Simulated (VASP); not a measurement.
# SnTe (F-43m) in VASP: a series of runs

Runs on SnTe. Level: PBE. Tasks: single point.

Program: VASP 6.6.1. These are calculated values, not measurements. Logs are shortened: lines on timing, memory, paths and dates and some standing lists are left out, and cuts for length are marked.

## (1) The cell of the first run

It takes space group F-43m (No. 216, cubic). Conventional cell: a = 7.222 Å, b = 7.222 Å, c = 7.222 Å, α = 90.00°, β = 90.00°, γ = 90.00°. Within 4.1 Å of Sn (site symmetry -43m) lie 4 Te at 3.13 Å. Within 4.1 Å of Te (site symmetry -43m) lie 4 Sn at 3.13 Å.

## (2) Single point, PBE

File INCAR:

```
SYSTEM = SnTe
PREC     = Accurate       ! precision mode
ENCUT    = 520            ! plane-wave cutoff, eV
EDIFF    = 1E-7           ! SCF threshold, eV
ISMEAR   = 0              ! smearing method
SIGMA    = 0.01           ! smearing width, eV
LREAL    = .False.        ! projectors in reciprocal space
LASPH    = .True.         ! aspherical terms in the spheres
NELM     = 80             ! most SCF steps
ALGO     = Normal         ! electronic algorithm
ISIF     = 2              ! what is computed and relaxed
LWAVE    = .False.        ! write WAVECAR
LCHARG   = .True.         ! write CHGCAR
GGA      = PE             ! functional
LELF     = .True.         ! ELF
LVHAR    = .True.       
NBANDS   = 17             ! bands
```

File KPOINTS:

```
Automatic mesh
0
Gamma
  1 1 1
  0 0 0.5
```

File POSCAR:

```
SnTe
1.0
    0.0000000000      3.6111460000      3.6111460000
    3.6111460000      0.0000000000      3.6111460000
    3.6111460000      3.6111460000      0.0000000000
Sn Te
1 1
Direct
    0.0000000000      0.0000000000      0.0000000000
    0.7500000000      0.7500000000      0.7500000000
```

Potentials or basis: VASP PAW PBE potentials, release 64 (Sn_d, Te).

Command:

```console
> cat potpaw_PBE.64/Sn_d/POTCAR potpaw_PBE.64/Te/POTCAR > POTCAR
> mpirun -np 1 vasp_std > vasp.out
```

OUTCAR:

```text
SYSTEM = SnTe
   PREC = Accurate
   ENCUT = 520
   EDIFF = 1E-7
   ISMEAR = 0
   LREAL = .False.
   LASPH = .True.
   NELM = 80
   ISIF = 2
   GGA = PE

 ion  position               nearest neighbor table
   1  0.000  0.000  0.000-   2 3.13   2 3.13   2 3.13   2 3.13
   2  0.750  0.750  0.750-   1 3.13   1 3.13   1 3.13   1 3.13

  LATTYP: Found a face centered cubic cell.
 ALAT       =     7.2222920000

  Lattice vectors:

 A1 = (   0.0000000000,   3.6111460000,   3.6111460000)
 A2 = (   3.6111460000,   0.0000000000,   3.6111460000)
 A3 = (   3.6111460000,   3.6111460000,   0.0000000000)

Analysis of symmetry for initial positions (statically):
=====================================================================
 Subroutine PRICEL returns:
 Original cell was already a primitive cell.

 Routine SETGRP: Setting up the symmetry group for a
 face centered cubic supercell.

 Subroutine GETGRP returns: Found 24 space group operations
 (whereof 24 operations were pure point group operations)
 out of a pool of 48 trial point group operations.

The static configuration has the point symmetry T_d .

Analysis of symmetry for dynamics (positions and initial velocities):
=====================================================================
 Subroutine PRICEL returns:
 Original cell was already a primitive cell.

 Routine SETGRP: Setting up the symmetry group for a
 face centered cubic supercell.

 Subroutine GETGRP returns: Found 24 space group operations
 (whereof 24 operations were pure point group operations)
 out of a pool of 48 trial point group operations.

The dynamic configuration has the point symmetry T_d .

 Subroutine INISYM returns: Found 24 space group operations
 (whereof 24 operations are pure point group operations),
 and found     1 'primitive' translations

----------------------------------------------------------------------------------------

                                     Primitive cell

  volume of cell :      94.1814

  direct lattice vectors                    reciprocal lattice vectors
     0.000000000  3.611146000  3.611146000    -0.138460201  0.138460201  0.138460201
     3.611146000  0.000000000  3.611146000     0.138460201 -0.138460201  0.138460201
     3.611146000  3.611146000  0.000000000     0.138460201  0.138460201 -0.138460201

  length of vectors
     5.106931649  5.106931649  5.106931649     0.239820102  0.239820102  0.239820102
[... 52 lines left out ...]
   LNONCOLLINEAR =      F non collinear calculations
   LSORBIT =      F    spin-orbit coupling
   LASPH  =      T    aspherical Exc in radial PAW
   ENCUT  =  520.0 eV  38.22 Ry    6.18 a.u.   9.50  9.50  9.50*2*pi/ulx,y,z
   NELM   =     80;   NELMIN=  2; NELMDL= -5     # of ELM steps
   EDIFF  = 0.1E-06   stopping-criterion for ELM
   LREAL  =      F    real-space projection
   EDIFFG = 0.1E-05   stopping-criterion for IOM
   NSW    =      0    number of steps for IOM
   IBRION =     -1    ionic relax: 0-MD 1-quasi-New 2-CG
   NFREE  =      0    steps in history (QN), initial steepest desc. (CG)
   ISIF   =      2    stress and relaxation
   ISYM   =      2    0-nonsym 1-usesym 2-fastsym
   POTIM  = 0.5000    time-step for ionic-motion
   TEBEG  =    0.0;   TEEND  =   0.0 temperature during run
   PSTRESS=    0.0 pullay stress
   NELECT =      20.0000    total number of electrons
   NUPDOWN=      -1.0000    fix difference up-down
   EMIN   =  10.00;   EMAX   =-10.00  energy-range for DOS
   EFERMI =   0.00;   METHOD = LEGACY
   ISMEAR =     0;   SIGMA  =   0.01  broadening in eV -4-tet -1-fermi 0-gaus
   EFERMI_NEDOS =   21; number of points for ismear=-14 and -15
   IALGO  =     38    algorithm
   IMIX   =      4    mixing-type and parameters
     AMIX     =   0.40;   BMIX     =  1.00
     AMIX_MAG =   1.60;   BMIX_MAG =  1.00
  volume/ion in A,a.u.               =      47.09       317.78
  Fermi-wavevector in a.u.,A,eV,Ry     =   0.976704  1.845704 12.979296  0.953951
  Thomas-Fermi vector in A             =   2.107344
   LORBIT       =      0    0 simple, 1 ext, 2 COOP (PROOUT), +10 PAW based schemes
   GGA     = PE    functional components
   LHFCALC =     F    Hartree Fock is set to
   AEXX    =    0.0000 exact exchange contribution
   IVDW    =     0    specifies the selected vdW correction
   LEPSILON=     F    determine dielectric tensor
   LRPA    =     F    only Hartree local field effects (RPA)
 non-spin polarized calculation
 Gauss-broadening in eV      SIGMA  =   0.01
  energy-cutoff  :      520.00
  volume of cell :       94.18
 maximum number of plane-waves:      2512
 NGX is ok and might be reduce to    40
   NGX = 19   NGY = 19   NGZ = 19

 number of electron      19.9999999 magnetization

 Free energy of the ion-electron system (eV)
  ---------------------------------------------------
  ext. energy  EPLUGINS =         0.00000000
  ---------------------------------------------------
  free energy    TOTEN  =        -7.90682555 eV

  energy without entropy =       -7.90682555  energy(sigma->0) =       -7.90682555

 E-fermi :   1.1509     XC(G=0):  -7.4898

 val. band max:        1.1011008419   @ k =   0.0000   0.0000   0.5000
 cond. band min:       4.9847074626   @ k =   0.0000   0.0000   0.5000
 fundamental gap:      3.8836066207
 Fermi energy:         1.1509430081

 k-point     1 :       0.0000    0.0000    0.5000
  band No.  band energies     occupation
      1     -18.5433      2.00000
      2     -18.5407      2.00000
      3     -18.5407      2.00000
      4     -18.5341      2.00000
      5     -18.5341      2.00000
      6      -7.9359      2.00000
[... 9 lines left out ...]
     16      10.0474      0.00000
     17      10.0474      0.00000

------------------------ aborting loop because EDIFF is reached ----------------------------------------

  FORCE on cell =-STRESS in cart. coord.  units (eV):
  Direction    XX          YY          ZZ          XY          YZ          ZX
  --------------------------------------------------------------------------------------
  -------------------------------------------------------------------------------------
  Total       -1.0623149     -1.0623149     -1.0623149      0.0000000      0.0000000     -0.0000000
  in kB      -18.0716882    -18.0716882    -18.0716882      0.0000000      0.0000000     -0.0000000
  external PRESSURE =     -18.0716882 kB  Pullay stress =       0.0000000 kB

 VOLUME and BASIS-vectors are now :
 -----------------------------------------------------------------------------
  energy-cutoff  :      520.00
  volume of cell :       94.18
      direct lattice vectors                 reciprocal lattice vectors
     0.000000000  3.611146000  3.611146000    -0.138460201  0.138460201  0.138460201
     3.611146000  0.000000000  3.611146000     0.138460201 -0.138460201  0.138460201
     3.611146000  3.611146000  0.000000000     0.138460201  0.138460201 -0.138460201

 POSITION                                       TOTAL-FORCE (eV/Angst)
 -----------------------------------------------------------------------------------
      0.00000      0.00000      0.00000         0.000000      0.000000      0.000000
      5.41672      5.41672      5.41672        -0.000000     -0.000000     -0.000000
 -----------------------------------------------------------------------------------
    total drift:                                0.000000      0.000000      0.000000

  FREE ENERGIE OF THE ION-ELECTRON SYSTEM (eV)
  ---------------------------------------------------
  free  energy   TOTEN  =        -7.9068255520 eV

  energy  without entropy=       -7.9068255520  energy(sigma->0) =       -7.90682555
```

stdout:

```text
POSCAR found type information on POSCAR SnTe
 POSCAR found :  2 types and       2 ions
 scaLAPACK will be used
 LDA part: xc-table for (Slater+PW92), standard interpolation
 POSCAR, INCAR and KPOINTS ok, starting setup
 FFT: planning ... GRIDC
 FFT: planning ... GRID_SOFT
 FFT: planning ... GRID
 WAVECAR not read
 entering main loop
```

Run time: 14 s. Hardware: 1 thread of AMD EPYC 7R13, shared host; peak memory 0.23 GiB.

Results:

* Free energy: -7.9068 eV
* Pressure: -1.8 GPa
* Band gap on the k mesh: 3.88 eV

Caveat: the k points lie up to 1.51 Å⁻¹ apart; spin-orbit coupling is left out, which moves the levels of the heavy elements. A k mesh can miss the band edges.

## (3) Single point, PBE

File INCAR:

```
PREC = Accurate ; ENCUT = 520
EDIFF = 1E-6 ; ISMEAR = 0
SIGMA = 0.1 ; LREAL = F
LASPH = T ; NELM = 80
ALGO = Normal ; ISIF = 2
LWAVE = F ; LCHARG = F
GGA = PE ; NBANDS = 17
```

File KPOINTS:

```
Automatic mesh
0
Gamma
  4 4 4
```

POSCAR is that of step 2.

Potentials or basis: VASP PAW PBE potentials, release 64 (Sn_d, Te).

Command:

```console
> cat potpaw_PBE.64/Sn_d/POTCAR potpaw_PBE.64/Te/POTCAR > POTCAR
> mpirun -np 1 vasp_std > vasp.out
```

OUTCAR:

```text
PREC = Accurate
   ENCUT = 520
   EDIFF = 1E-6
   ISMEAR = 0
   LREAL = F
   LASPH = T
   NELM = 80
   ISIF = 2
   GGA = PE

 ion  position               nearest neighbor table
   1  0.000  0.000  0.000-   2 3.13   2 3.13   2 3.13   2 3.13
   2  0.750  0.750  0.750-   1 3.13   1 3.13   1 3.13   1 3.13

  LATTYP: Found a face centered cubic cell.
 ALAT       =     7.2222920000

  Lattice vectors:

 A1 = (   0.0000000000,   3.6111460000,   3.6111460000)
 A2 = (   3.6111460000,   0.0000000000,   3.6111460000)
 A3 = (   3.6111460000,   3.6111460000,   0.0000000000)

Analysis of symmetry for initial positions (statically):
=====================================================================
 Subroutine PRICEL returns:
 Original cell was already a primitive cell.

 Routine SETGRP: Setting up the symmetry group for a
 face centered cubic supercell.

 Subroutine GETGRP returns: Found 24 space group operations
 (whereof 24 operations were pure point group operations)
 out of a pool of 48 trial point group operations.

The static configuration has the point symmetry T_d .

Analysis of symmetry for dynamics (positions and initial velocities):
=====================================================================
 Subroutine PRICEL returns:
 Original cell was already a primitive cell.

 Routine SETGRP: Setting up the symmetry group for a
 face centered cubic supercell.

 Subroutine GETGRP returns: Found 24 space group operations
 (whereof 24 operations were pure point group operations)
 out of a pool of 48 trial point group operations.

The dynamic configuration has the point symmetry T_d .

 Subroutine INISYM returns: Found 24 space group operations
 (whereof 24 operations are pure point group operations),
 and found     1 'primitive' translations

----------------------------------------------------------------------------------------

                                     Primitive cell

  volume of cell :      94.1814

[... 90 lines left out ...]
     AMIX     =   0.40;   BMIX     =  1.00
     AMIX_MAG =   1.60;   BMIX_MAG =  1.00
  volume/ion in A,a.u.               =      47.09       317.78
  Fermi-wavevector in a.u.,A,eV,Ry     =   0.976704  1.845704 12.979296  0.953951
  Thomas-Fermi vector in A             =   2.107344
   LORBIT       =      0    0 simple, 1 ext, 2 COOP (PROOUT), +10 PAW based schemes
   GGA     = PE    functional components
   LHFCALC =     F    Hartree Fock is set to
   AEXX    =    0.0000 exact exchange contribution
   IVDW    =     0    specifies the selected vdW correction
   LEPSILON=     F    determine dielectric tensor
   LRPA    =     F    only Hartree local field effects (RPA)
 non-spin polarized calculation
 Gauss-broadening in eV      SIGMA  =   0.10
  energy-cutoff  :      520.00
  volume of cell :       94.18
 maximum number of plane-waves:      2637
 NGX is ok and might be reduce to    40
   NGX = 19   NGY = 19   NGZ = 19

 number of electron      19.9999999 magnetization

 Free energy of the ion-electron system (eV)
  ---------------------------------------------------
  ext. energy  EPLUGINS =         0.00000000
  ---------------------------------------------------
  free energy    TOTEN  =        -7.07676646 eV

  energy without entropy =       -7.07106027  energy(sigma->0) =       -7.07391336

 E-fermi :   3.2560     XC(G=0):  -7.4596

 val. band max:        3.1872483068   @ k =  -0.2500   0.5000   0.2500
 cond. band min:       3.2868432249   @ k =   0.5000   0.5000   0.0000
 fundamental gap:      0.0995949181
 Fermi energy:         3.2559536896

 k-point     1 :       0.0000    0.0000    0.0000
  band No.  band energies     occupation
      1     -18.6354      2.00000
      2     -18.6354      2.00000
      3     -18.6354      2.00000
      4     -18.6268      2.00000
      5     -18.6268      2.00000
      6      -8.3755      2.00000
[... 137 lines left out ...]
      4     -18.6271      2.00000
      5     -18.6263      2.00000
      6      -7.6194      2.00000
[... 9 lines left out ...]
     16      11.0358      0.00000
     17      11.0649      0.00000

------------------------ aborting loop because EDIFF is reached ----------------------------------------

  FORCE on cell =-STRESS in cart. coord.  units (eV):
  Direction    XX          YY          ZZ          XY          YZ          ZX
  --------------------------------------------------------------------------------------
  -------------------------------------------------------------------------------------
  Total       -0.1771508     -0.1771508     -0.1771508     -0.0000000      0.0000000     -0.0000000
  in kB       -3.0136210     -3.0136210     -3.0136210     -0.0000000      0.0000000     -0.0000000
  external PRESSURE =      -3.0136210 kB  Pullay stress =       0.0000000 kB

 VOLUME and BASIS-vectors are now :
 -----------------------------------------------------------------------------
  energy-cutoff  :      520.00
  volume of cell :       94.18
      direct lattice vectors                 reciprocal lattice vectors
     0.000000000  3.611146000  3.611146000    -0.138460201  0.138460201  0.138460201
     3.611146000  0.000000000  3.611146000     0.138460201 -0.138460201  0.138460201
     3.611146000  3.611146000  0.000000000     0.138460201  0.138460201 -0.138460201

 POSITION                                       TOTAL-FORCE (eV/Angst)
 -----------------------------------------------------------------------------------
      0.00000      0.00000      0.00000         0.000000      0.000000      0.000000
      5.41672      5.41672      5.41672        -0.000000     -0.000000     -0.000000
 -----------------------------------------------------------------------------------
    total drift:                                0.000000      0.000000      0.000000

  FREE ENERGIE OF THE ION-ELECTRON SYSTEM (eV)
  ---------------------------------------------------
  free  energy   TOTEN  =        -7.0767664598 eV

  energy  without entropy=       -7.0710602658  energy(sigma->0) =       -7.07391336
```

OSZICAR:

```text
N       E                     dE             d eps       ncg     rms          rms(c)
DAV:   1     0.120939605853E+03    0.12094E+03   -0.92940E+03   272   0.118E+03
DAV:   2     0.408706537521E+01   -0.11685E+03   -0.11358E+03   304   0.298E+02
DAV:   3    -0.685216861171E+01   -0.10939E+02   -0.10894E+02   311   0.873E+01
DAV:   4    -0.720463903124E+01   -0.35247E+00   -0.35227E+00   308   0.165E+01
DAV:   5    -0.722069307342E+01   -0.16054E-01   -0.16053E-01   388   0.335E+00    0.432E+00
DAV:   6    -0.707540423142E+01    0.14529E+00   -0.38333E-01   356   0.283E+00    0.290E+00
DAV:   7    -0.707499169108E+01    0.41254E-03   -0.71197E-02   281   0.104E+00    0.119E+00
DAV:   8    -0.707629163298E+01   -0.12999E-02   -0.11664E-02   312   0.688E-01    0.225E-01
DAV:   9    -0.707650913950E+01   -0.21751E-03   -0.46428E-03   302   0.375E-01    0.634E-02
DAV:  10    -0.707665825665E+01   -0.14912E-03   -0.12020E-03   303   0.177E-01    0.613E-02
DAV:  11    -0.707676822698E+01   -0.10997E-03   -0.26571E-04   273   0.783E-02    0.334E-02
DAV:  12    -0.707676414876E+01    0.40782E-05   -0.52266E-05   314   0.259E-02    0.825E-03
DAV:  13    -0.707676640265E+01   -0.22539E-05   -0.69912E-06   284   0.147E-02    0.948E-03
DAV:  14    -0.707676645977E+01   -0.57126E-07   -0.44041E-07   270   0.587E-03
   1 F= -.70767665E+01 E0= -.70739134E+01  d E =-.570619E-02
```

stdout:

```text
POSCAR found type information on POSCAR SnTe
 POSCAR found :  2 types and       2 ions
 scaLAPACK will be used
 LDA part: xc-table for (Slater+PW92), standard interpolation
 POSCAR, INCAR and KPOINTS ok, starting setup
 FFT: planning ... GRIDC
 FFT: planning ... GRID_SOFT
 FFT: planning ... GRID
 WAVECAR not read
 entering main loop
```

It took 25 s on 1 thread of AMD EPYC 7R13, shared host; peak memory 0.24 GiB.

What came out:

```yaml
Free_energy: -7.0768 eV
Pressure: -0.3 GPa
Band_gap_on_the_k_mesh: 0.10 eV, indirect (least direct gap 0.80 eV)
```

Caveat: spin-orbit coupling is left out, which moves the levels of the heavy elements.
